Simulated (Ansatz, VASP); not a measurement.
## Two plane-wave programs on B2O

INCAR

```
SYSTEM = B2O
  PREC = Accurate
  ENCUT = 600
  EDIFF = 1E-7
  ISMEAR = 0
  SIGMA = 0.1
  LREAL = .FALSE.
  LASPH = .TRUE.
  NELM = 60
  ALGO = Normal
  ISIF = 3
  LWAVE = .FALSE.
  LCHARG = .FALSE.
  GGA = PE
  IVDW = 12
  IBRION = 2
  NSW = 100
  EDIFFG = -0.005
```

File KPOINTS:

```
regular mesh
0
G
  18 18 4
  0 0 0
```

File POSCAR:

```
B2O
1.0
    2.5441024192      0.0000000000      0.0000000000
   -1.2720512096      2.2032573248      0.0000000000
    0.0000000000      0.0000000000      9.5912374046
B O
4 2
Direct
    0.0000000000      0.0000000000      0.4090752927
    0.0000000000      0.0000000000      0.5909247073
    0.6666666667      0.3333333333      0.0296473846
    0.3333333333      0.6666666667      0.9703526154
    0.6666666667      0.3333333333      0.3512087741
    0.3333333333      0.6666666667      0.6487912259
```

Input for Ansatz:

```yaml
crystal:
  lattice:
    - [2.5441024192, 0.0, 0.0]
    - [-1.2720512096, 2.2032573248, 0.0]
    - [0.0, 0.0, 9.5912374046]
  atoms:
    - { symbol: B, position: [0.0, 0.0, 0.4090752927] }
    - { symbol: B, position: [0.0, 0.0, 0.5909247073] }
    - { symbol: B, position: [0.6666666667, 0.3333333333, 0.0296473846] }
    - { symbol: B, position: [0.3333333333, 0.6666666667, 0.9703526154] }
    - { symbol: O, position: [0.6666666667, 0.3333333333, 0.3512087741] }
    - { symbol: O, position: [0.3333333333, 0.6666666667, 0.6487912259] }
basis:
  ecutwfc: 420
kpoints:
  mp_grid: { grid: [18, 18, 4] }
hamiltonian:
  xc: pbe
  dispersion: d3bj
scf:
  occupations: { method: gaussian, width: 0.1 }
output:
  forces: true
  stress: true
  eigenvalues: true
  write_density: true
  write_potential: true
  elf: true
  volumetric_format: npy
relax:
  adjacent_minimum: "off"
  f_tol: 0.005
  max_steps: 80
  cell: { stress_tol: 0.05 }
```

Alike in both runs: task relaxation of cell and atoms; functional PBE; dispersion D3(BJ); k mesh 18 × 18 × 4; occupations gaussian, width 0.1 eV; no spin polarisation.

```csv
,VASP,Ansatz
version,VASP 6.6.1,Ansatz 0.2.0
potentials or method,"VASP PAW PBE potentials, release 64 (B, O), cutoff 600 eV","scalar-relativistic, plane waves, PAW"
valence electrons in the cell,24,24
```

|  | VASP | Ansatz | Ansatz less VASP |
| --- | --- | --- | --- |
| gap on the k mesh at the Fermi level, each at its own relaxed structure (eV) | none | none | - |
| relaxed volume (Å³/atom) | 8.98 | 9.03 | +0.056 |
| relaxed length of the cell vector where the two differ most in proportion (Å) | 9.581 | 9.661 | +0.0798 |

A gap of «none» marks a metal or a gap that the smearing closes.
